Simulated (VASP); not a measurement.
# InSb3 (P4/mbm) in VASP: single point with PBE+D3(BJ)

Aim: the single point of InSb3 with PBE+D3(BJ).

Program: VASP 6.6.1. These are calculated values, not measurements. Logs are shortened: lines on timing, memory, paths and dates and some standing lists are left out, and cuts for length are marked.

**1. The cell of the first run**

The structure is tetragonal, space group P4/mbm (No. 127). Conventional cell: a = 6.694 Å, b = 6.694 Å, c = 4.733 Å, α = 90.00°, β = 90.00°, γ = 90.00°. In (site symmetry 4/m) has 12 Sb at 3.35 Å within 4.4 Å. Sb (site symmetry m2m) has 8 Sb at 3.31 to 3.38 Å and 4 In at 3.35 Å within 4.4 Å. Within 4.4 Å of Sb (site symmetry mmm) lie 8 Sb at 3.31 to 3.38 Å and 4 In at 3.35 Å.

**2. Single point, PBE+D3(BJ)**

Contents of INCAR:

```
SYSTEM = InSb3
PREC = Accurate ; ENCUT = 520
EDIFF = 1E-7 ; ISMEAR = 0
SIGMA = 0.15 ; LREAL = .False.
LASPH = .True. ; NELM = 80
ALGO = Fast ; ISIF = 2
LWAVE = .False. ; LCHARG = .False.
GGA = PE ; IVDW = 12
NBANDS = 38
```

Contents of KPOINTS:

```
regular mesh
0
Gamma
  10 8 8
  0 0 0
```

Contents of POSCAR:

```
InSb3
1.0
   -4.7333130259      0.0000000000      0.0000000000
    0.0000000000      4.7333130259      4.7333130259
    0.0000000000      4.7333130259     -4.7333130259
In Sb
2 6
Direct
    1.0000000000      0.0000000000      0.0000000000
    1.0000000000      0.5000000000      0.5000000000
    0.5000000000      0.2552817128      0.7552817128
    0.5000000000      0.7447182872      0.2447182872
    0.0000000000      0.5000000000      0.0000000000
    0.0000000000      0.0000000000      0.5000000000
    0.5000000000      0.7552817128      0.7447182872
    0.5000000000      0.2447182872      0.2552817128
```

Potentials or basis: VASP PAW PBE potentials, release 64 (In_d, Sb).

Launch:

```sh
> cat potpaw_PBE.64/In_d/POTCAR potpaw_PBE.64/Sb/POTCAR > POTCAR
> mpirun -np 1 vasp_std > vasp.out
```

OUTCAR:

```text
SYSTEM = InSb3
   PREC = Accurate
   ENCUT = 520
   EDIFF = 1E-7
   ISMEAR = 0
   LREAL = .False.
   LASPH = .True.
   NELM = 80
   ISIF = 2
   GGA = PE
   IVDW = 12
 IVDW          = 12

 ion  position               nearest neighbor table
   1  0.000  0.000  0.000-   5 3.35   6 3.35   6 3.35   5 3.35   3 3.35   4 3.35   3 3.35   4 3.35
                             7 3.35   8 3.35   7 3.35   8 3.35
   2  0.000  0.500  0.500-   5 3.35   6 3.35   5 3.35   6 3.35   3 3.35   4 3.35   3 3.35   4 3.35
                             7 3.35   8 3.35   7 3.35   8 3.35
   3  0.500  0.255  0.755-   5 3.31   5 3.31   1 3.35   1 3.35   2 3.35   2 3.35   7 3.35   7 3.35
                             8 3.35   8 3.35   6 3.38   6 3.38
   4  0.500  0.745  0.245-   5 3.31   5 3.31   1 3.35   1 3.35   2 3.35   2 3.35   8 3.35   7 3.35
                             8 3.35   7 3.35   6 3.38   6 3.38
   5  0.000  0.500  0.000-   3 3.31   4 3.31   3 3.31   4 3.31   2 3.35   1 3.35   1 3.35   2 3.35
                             7 3.38   8 3.38   7 3.38   8 3.38
   6  0.000  0.000  0.500-   7 3.31   8 3.31   7 3.31   8 3.31   1 3.35   2 3.35   1 3.35   2 3.35
                             3 3.38   4 3.38   3 3.38   4 3.38
   7  0.500  0.755  0.745-   6 3.31   6 3.31   1 3.35   1 3.35   2 3.35   2 3.35   3 3.35   4 3.35
                             3 3.35   4 3.35   5 3.38   5 3.38
   8  0.500  0.245  0.255-   6 3.31   6 3.31   1 3.35   1 3.35   2 3.35   2 3.35   4 3.35   4 3.35
                             3 3.35   3 3.35   5 3.38   5 3.38

  LATTYP: Found a simple tetragonal cell.
 ALAT       =     6.6939154762
 C/A-ratio  =     0.7071067812

  Lattice vectors:

 A1 = (   0.0000000000,   4.7333130259,   4.7333130259)
 A2 = (   0.0000000000,   4.7333130259,  -4.7333130259)
 A3 = (  -4.7333130259,   0.0000000000,   0.0000000000)

Analysis of symmetry for initial positions (statically):
=====================================================================
 Subroutine PRICEL returns:
 Original cell was already a primitive cell.

 Routine SETGRP: Setting up the symmetry group for a
 simple tetragonal supercell.

 Subroutine GETGRP returns: Found 16 space group operations
 (whereof  8 operations were pure point group operations)
 out of a pool of 16 trial point group operations.

The static configuration has the point symmetry C_4h.
 The point group associated with its full space group is D_4h.

Analysis of symmetry for dynamics (positions and initial velocities):
=====================================================================
 Subroutine PRICEL returns:
 Original cell was already a primitive cell.

 Routine SETGRP: Setting up the symmetry group for a
 simple tetragonal supercell.

 Subroutine GETGRP returns: Found 16 space group operations
 (whereof  8 operations were pure point group operations)
 out of a pool of 16 trial point group operations.

The dynamic configuration has the point symmetry C_4h.
 The point group associated with its full space group is D_4h.

 Subroutine INISYM returns: Found 16 space group operations
 (whereof  8 operations are pure point group operations),
 and found     1 'primitive' translations

----------------------------------------------------------------------------------------

                                     Primitive cell

  volume of cell :     212.0927

  direct lattice vectors                    reciprocal lattice vectors
    -4.733313026  0.000000000  0.000000000    -0.211268512  0.000000000  0.000000000
     0.000000000  4.733313026  4.733313026     0.000000000  0.105634256  0.105634256
     0.000000000  4.733313026 -4.733313026     0.000000000  0.105634256 -0.105634256

  length of vectors
     4.733313026  6.693915476  6.693915476     0.211268512  0.149389398  0.149389398

  position of ions in fractional coordinates (direct lattice)
     0.000000000  0.000000000  0.000000000
     0.000000000  0.500000000  0.500000000
     0.500000000  0.255281713  0.755281713
     0.500000000  0.744718287  0.244718287
     0.000000000  0.500000000  0.000000000
     0.000000000  0.000000000  0.500000000
     0.500000000  0.755281713  0.744718287
     0.500000000  0.244718287  0.255281713

  ion indices of the primitive-cell ions
   primitive index   ion index
                 1           1
                 2           2
                 3           3
                 4           4
                 5           5
                 6           6
                 7           7
                 8           8

----------------------------------------------------------------------------------------

 KPOINTS: regular mesh

Automatic generation of k-mesh.
 Grid dimensions read from file:
 generate k-points for:   10    8    8

 Generating k-lattice:

  Cartesian coordinates                     Fractional coordinates (reciprocal lattice)
    -0.021126851  0.000000000  0.000000000     0.100000000  0.000000000  0.000000000
     0.000000000  0.013204282  0.013204282     0.000000000  0.125000000  0.000000000
     0.000000000  0.013204282 -0.013204282     0.000000000  0.000000000  0.125000000

  Length of vectors
     0.021126851  0.018673675  0.018673675

  Shift w.r.t. Gamma in fractional coordinates (k-lattice)
     0.000000000  0.000000000  0.000000000

 Subroutine IBZKPT returns following result:
 ===========================================

 Found     90 irreducible k-points:

 Following reciprocal coordinates:
            Coordinates               Weight
  0.000000  0.000000  0.000000      1.000000
  0.100000  0.000000  0.000000      2.000000
  0.200000  0.000000  0.000000      2.000000
  0.300000  0.000000  0.000000      2.000000
  0.400000  0.000000  0.000000      2.000000
  0.500000  0.000000  0.000000      1.000000
[... 16 lines left out ...]
  0.400000  0.375000  0.000000      8.000000
  0.500000  0.375000  0.000000      4.000000
 [... further k-points ...]
   k-points           NKPTS =     90   k-points in BZ     NKDIM =     90   number of bands    NBANDS=     38
   number of dos      NEDOS =    301   number of ions     NIONS =      8
   total plane-waves  NPLWV =  90000
   dimension x,y,z NGX =    36 NGY =   50 NGZ =   50
   dimension x,y,z NGXF=    72 NGYF=  100 NGZF=  100
   ions per type =               2   6
   NGX,Y,Z   is equivalent  to a cutoff of  12.64, 12.42, 12.42 a.u.
   NGXF,Y,Z  is equivalent  to a cutoff of  25.29, 24.84, 24.84 a.u.
 SYSTEM =  InSb3
   PREC   = accura    normal or accurate (medium, high low for compatibility)
   ISTART =      0    job   : 0-new  1-cont  2-samecut
   ICHARG =      2    charge: 1-file 2-atom 10-const
   ISPIN  =      1    spin polarized calculation?
   LNONCOLLINEAR =      F non collinear calculations
   LSORBIT =      F    spin-orbit coupling
   LASPH  =      T    aspherical Exc in radial PAW
   ENCUT  =  520.0 eV  38.22 Ry    6.18 a.u.   8.80 12.45 12.45*2*pi/ulx,y,z
   NELM   =     80;   NELMIN=  2; NELMDL= -5     # of ELM steps
   EDIFF  = 0.1E-06   stopping-criterion for ELM
   LREAL  =      F    real-space projection
   EDIFFG = 0.1E-05   stopping-criterion for IOM
   NSW    =      0    number of steps for IOM
   IBRION =     -1    ionic relax: 0-MD 1-quasi-New 2-CG
   NFREE  =      0    steps in history (QN), initial steepest desc. (CG)
   ISIF   =      2    stress and relaxation
   ISYM   =      2    0-nonsym 1-usesym 2-fastsym
   POTIM  = 0.5000    time-step for ionic-motion
   TEBEG  =    0.0;   TEEND  =   0.0 temperature during run
   PSTRESS=    0.0 pullay stress
   NELECT =      56.0000    total number of electrons
   NUPDOWN=      -1.0000    fix difference up-down
   EMIN   =  10.00;   EMAX   =-10.00  energy-range for DOS
   EFERMI =   0.00;   METHOD = LEGACY
   ISMEAR =     0;   SIGMA  =   0.15  broadening in eV -4-tet -1-fermi 0-gaus
   EFERMI_NEDOS =   21; number of points for ismear=-14 and -15
   IALGO  =     68    algorithm
   IMIX   =      4    mixing-type and parameters
     AMIX     =   0.40;   BMIX     =  1.00
     AMIX_MAG =   1.60;   BMIX_MAG =  1.00
  volume/ion in A,a.u.               =      26.51       178.91
  Fermi-wavevector in a.u.,A,eV,Ry     =   1.050257  1.984698 15.007769  1.103040
  Thomas-Fermi vector in A             =   2.185253
   LORBIT       =      0    0 simple, 1 ext, 2 COOP (PROOUT), +10 PAW based schemes
   GGA     = PE    functional components
   LHFCALC =     F    Hartree Fock is set to
   AEXX    =    0.0000 exact exchange contribution
   IVDW    =    12    specifies the selected vdW correction
   LEPSILON=     F    determine dielectric tensor
   LRPA    =     F    only Hartree local field effects (RPA)
 non-spin polarized calculation
 RMM-DIIS sequential band-by-band and
 Gauss-broadening in eV      SIGMA  =   0.15
  energy-cutoff  :      520.00
  volume of cell :      212.09
 maximum number of plane-waves:      5752
 NGX is ok and might be reduce to    36
   NGX = 17   NGY = 25   NGZ = 25

 number of electron      56.0000016 magnetization

 Free energy of the ion-electron system (eV)
  ---------------------------------------------------
  ext. energy  EPLUGINS =         0.00000000
  ---------------------------------------------------
  free energy    TOTEN  =       -28.43298435 eV

  energy without entropy =      -28.39345690  energy(sigma->0) =      -28.41322063

 E-fermi :   8.3915     XC(G=0): -10.2667

 val. band max:        8.3850570842   @ k =   0.0000   0.5000   0.2500
 cond. band min:       8.4197996213   @ k =   0.1000   0.3750   0.2500
 fundamental gap:      0.0347425371
 Fermi energy:         8.3914973350

 k-point     1 :       0.0000    0.0000    0.0000
  band No.  band energies     occupation
      1      -6.1766      2.00000
      2      -6.1496      2.00000
      3      -6.1494      2.00000
      4      -6.1421      2.00000
      5      -6.1421      2.00000
      6      -6.1329      2.00000
[... 30 lines left out ...]
     37      12.0800      0.00000
     38      13.2228      0.00000
[... 941 lines left out ...]
     37      12.2305      0.00000
     38      12.2969      0.00000

 [... further k-points ...]

------------------------ aborting loop because EDIFF is reached ----------------------------------------

 Edisp (eV)   -3.82306

 E8    (eV) :    -1.7942

  FORCE on cell =-STRESS in cart. coord.  units (eV):
  Direction    XX          YY          ZZ          XY          YZ          ZX
  --------------------------------------------------------------------------------------
  -------------------------------------------------------------------------------------
  Total       0.24679    -0.20796    -0.20796     0.00000     0.00000    -0.00000
  in kB       1.86425    -1.57097    -1.57097     0.00000     0.00000    -0.00000
  external pressure =       -0.43 kB  Pullay stress =        0.00 kB

 VOLUME and BASIS-vectors are now :
 -----------------------------------------------------------------------------
  energy-cutoff  :      520.00
  volume of cell :      212.09
      direct lattice vectors                 reciprocal lattice vectors
    -4.733313026  0.000000000  0.000000000    -0.211268512  0.000000000  0.000000000
     0.000000000  4.733313026  4.733313026     0.000000000  0.105634256  0.105634256
     0.000000000  4.733313026 -4.733313026     0.000000000  0.105634256 -0.105634256

 POSITION                                       TOTAL-FORCE (eV/Angst)
 -----------------------------------------------------------------------------------
      0.00000      0.00000      0.00000        -0.000000      0.000000     -0.000000
      0.00000      4.73331      0.00000        -0.000000      0.000000     -0.000000
     -2.36666      4.78331     -2.36666         0.000000      0.012485     -0.000000
     -2.36666      4.68331      2.36666        -0.000000     -0.012485     -0.000000
      0.00000      2.36666      2.36666        -0.000000      0.000000     -0.000000
      0.00000      2.36666     -2.36666        -0.000000      0.000000     -0.000000
     -2.36666      7.09997      0.05000        -0.000000      0.000000      0.012485
     -2.36666      2.36666     -0.05000        -0.000000      0.000000     -0.012485
 -----------------------------------------------------------------------------------
    total drift:                                0.000000      0.000000     -0.000000

  FREE ENERGIE OF THE ION-ELECTRON SYSTEM (eV)
  ---------------------------------------------------
  free  energy   TOTEN  =       -32.2560457495 eV

  energy  without entropy=      -32.2165183013  energy(sigma->0) =      -32.23628203
```

Wall time 15 min (1 thread of Oxide Virtual Turin-like, shared host); peak memory 0.67 GiB.

What came out:

- Free energy: -32.2560 eV
- Pressure: 0.0 GPa
- Largest force: 0.012 eV/Å
- Band gap on the k mesh: zero (bands 28 and 29 overlap by 1.86 eV)
- Dispersion energy per atom: -0.478 eV

Forces on the atoms (eV/Å):
```
In   0.000  0.000  0.000
In   0.000  0.000  0.000
Sb   0.000  0.012  0.000
Sb   0.000 -0.012  0.000
Sb   0.000  0.000  0.000
Sb   0.000  0.000  0.000
Sb   0.000  0.000  0.012
Sb   0.000  0.000 -0.012
```

Stress tensor (GPa, compression positive):
```
 0.19  0.00  0.00
 0.00 -0.16  0.00
 0.00  0.00 -0.16
```

Caveat: spin-orbit coupling is left out, which moves the levels of the heavy elements.

The gap in the log of VASP goes by the Fermi energy; the results here count the filled bands.